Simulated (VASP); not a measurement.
Here is a VASP 6.6.1 calculation.

INCAR

```
SYSTEM = Fe
ALGO = Normal ; EDIFF = 1E-6
ENCUT = 600 ; GGA = PE
GGA_COMPAT = .False. ; ISIF = 2
ISMEAR = 0 ; ISPIN = 2
LASPH = .True. ; LCHARG = .True.
LELF = .True. ; LMAXMIX = 4
LORBIT = 11 ; LREAL = .False.
LVHAR = .True. ; LWAVE = .False.
MAGMOM = 2.44 ; NBANDS = 18
NELM = 200 ; PREC = Accurate
SIGMA = 0.15
```

The input KPOINTS:

```
k-points
0
Gamma
  12 12 12
  0 0 0
```

File POSCAR:

```
Fe
1.0
   -1.1971544533      1.1971544533      1.8745044429
    1.1971544533     -1.1971544533      1.8745044429
    1.1971544533      1.1971544533     -1.8745044429
Fe
1
Direct
    0.0000000000      0.0000000000      0.0000000000
```

Potentials or basis: VASP PAW PBE potentials, release 64 (Fe_sv).

The run is started by

```console
$ cat potpaw_PBE.64/Fe_sv/POTCAR > POTCAR
$ mpirun -np 1 vasp_std > vasp.out
```

Question: What does it give for the site moments?

Answer: Fe +1.41 μB.

Question: What does it give for the pressure?

Answer: 0.9 GPa.

Question: What does it give for the net moment?

Answer: 1.40 μB per cell.

Stress tensor (GPa, compression positive):
```
  6.40   0.00   0.00
  0.00   6.40   0.00
  0.00   0.00 -10.00
```
